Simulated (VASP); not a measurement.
Here is a VASP 6.6.1 calculation.

File INCAR:

```
PREC = Accurate
ENCUT = 520
EDIFF = 1E-6
ISMEAR = 0
SIGMA = 0.05
LREAL = False
LASPH = True
NELM = 80
ALGO = Normal
ISIF = 2
LWAVE = False
LCHARG = True
GGA = PE
LELF = True
LVHAR = True
NBANDS = 16
```

Contents of KPOINTS:

```
Automatic mesh
0
Gamma
  10 10 10
```

The input POSCAR:

```
ZnS
1.0
   -1.1358818225      2.2717636451      2.2717636451
    2.2717636451     -1.1358818225      2.2717636451
    2.2717636451      2.2717636451     -1.1358818225
Zn S
1 1
Direct
    0.0000000000      0.0000000000      0.0000000000
    0.7500000000      0.7500000000      0.7500000000
```

Potentials or basis: VASP PAW PBE potentials, release 64 (Zn, S).

Command:

```bash
$ cat potpaw_PBE.64/Zn/POTCAR potpaw_PBE.64/S/POTCAR > POTCAR
$ mpirun -np 1 vasp_std > vasp.out
```

Problem. Estimate the band gap on the k mesh.

Solution. 0.60 eV, indirect (least direct gap 0.92 eV).

Problem. What does it give for the pressure?

Solution. 95.4 GPa.

Problem. Estimate the largest force.

Solution. 45.236 eV/Å.

Stress tensor (GPa, compression positive):
```
95.44 92.98 92.98
92.98 95.44 92.98
92.98 92.98 95.44
```

Caveat: forces of over 1 eV/Å act on the atoms, so gaps and moduli don't describe the material at rest. A k mesh can miss the band edges.
